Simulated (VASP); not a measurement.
Wanted: the native input for a VASP 6.6.1 run.

```
Task                   : single point
Functional             : PBE
Potentials or basis    : VASP PAW PBE potentials, release 64 (Zn)
Cutoff                 : 520 eV
k mesh                 : 15 × 15 × 15
Occupations            : fermi-dirac, width 0.1 eV
Spin                   : no spin polarisation
Dipole correction      : no
Further INCAR settings : ALGO = Normal; EDIFF = 1e-06; NBANDS = 19
```

The structure of Zn lies in POSCAR:

```
Zn
1.0
    0.0000000000      2.2848950109      2.2848950109
    2.2848950109      0.0000000000      2.2848950109
    2.2848950109      2.2848950109      0.0000000000
Zn
2
Direct
   -0.1250000000     -0.1250000000     -0.1250000000
    0.1250000000      0.1250000000      0.1250000000
```

This isn't the form of Zn at room conditions, which is hcp.

One way to write it, as run:

INCAR

```
SYSTEM = Zn
PREC = Accurate
ENCUT = 520
EDIFF = 1E-6
ISMEAR = -1
SIGMA = 0.1
LREAL = .FALSE.
LASPH = .TRUE.
NELM = 60
ALGO = Normal
ISIF = 2
LWAVE = .FALSE.
LCHARG = .FALSE.
GGA = PE
NBANDS = 19
```

KPOINTS

```
regular mesh
0
G
  15 15 15
  0 0 0
```

Potentials or basis: VASP PAW PBE potentials, release 64 (Zn).

Launch:

```console
$ cat potpaw_PBE.64/Zn/POTCAR > POTCAR
$ mpirun -np 1 vasp_std > vasp.out
```

Results of the run:

```yaml
Pressure: 122.0 GPa
Band_gap_on_the_k_mesh: zero (bands 12 and 13 overlap by 12.08 eV)
```

Caveat: the cell stands under pressure.

It took 12 s on 1 thread of Intel(R) Xeon(R) 6975P-C (Granite Rapids) (shared host), peak memory 0.16 GiB.
